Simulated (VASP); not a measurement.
Wanted: the native input for a VASP 6.6.1 run.

```
Task                               : single point
Functional                         : PBE0
Potentials or basis                : VASP PAW PBE potentials, release 64 (Br, K_sv)
Cutoff                             : 520 eV
k mesh                             : 4 × 4 × 4
Occupations                        : fermi-dirac, width 0.05 eV
Spin                               : no spin polarisation
Dipole correction                  : no
Grid for exact exchange (PRECFOCK) : Normal
Further INCAR settings             : ALGO = Normal; EDIFF = 1e-06; NBANDS = 15
Share of exact exchange            : 0.25
```

The system is KBr.

```
Br K
1.0
     0.00000    3.33075    3.33075
     3.33075    0.00000    3.33075
     3.33075    3.33075    0.00000
Br K
1 1
Direct
  0.50000 0.50000 0.50000
  0.00000 0.00000 0.00000
```

The input as run:

POSCAR

```
KBr
1.0
    0.0000000000      3.3307499596      3.3307499596
    3.3307499596      0.0000000000      3.3307499596
    3.3307499596      3.3307499596      0.0000000000
Br K
1 1
Direct
    0.5000000000      0.5000000000      0.5000000000
    0.0000000000      0.0000000000      0.0000000000
```

INCAR.step1

```
SYSTEM = KBr
ALGO = Normal
EDIFF = 1E-5
ENCUT = 520
GGA = PE
ISIF = 2
ISMEAR = -1
LASPH = .True.
LCHARG = .False.
LREAL = .False.
LWAVE = .True.
NBANDS = 15
NELM = 100
PREC = Accurate
SIGMA = 0.05
```

INCAR.step2

```
SYSTEM = KBr
AEXX = 0.25
ALGO = Normal
EDIFF = 1E-6
ENCUT = 520
GGA = PE
ISIF = 2
ISMEAR = -1
ISTART = 1
LASPH = .True.
LCHARG = .False.
LHFCALC = .True.
LREAL = .False.
LWAVE = .False.
NBANDS = 15
NELM = 100
PREC = Accurate
PRECFOCK = Normal
SIGMA = 0.05
```

KPOINTS

```
k-points
0
Gamma
  4 4 4
  0 0 0
```

Potentials or basis: VASP PAW PBE potentials, release 64 (Br, K_sv).

Run with:

```bash
$ cat potpaw_PBE.64/Br/POTCAR potpaw_PBE.64/K_sv/POTCAR > POTCAR
$ cp INCAR.step1 INCAR
$ mpirun -np 1 vasp_std > vasp.out
$ cp INCAR.step2 INCAR
$ mpirun -np 1 vasp_std > vasp.out
```

It gave:

```
Pressure               : 0.0 GPa
Band gap on the k mesh : 6.25 eV
```

Caveat: the PAW data sets were made with another functional, which shifts forces and pressure a little.

Wall time 10 min on 1 thread of Intel(R) Xeon(R) Platinum 8488C (Sapphire Rapids) (shared host), peak memory 0.22 GiB.
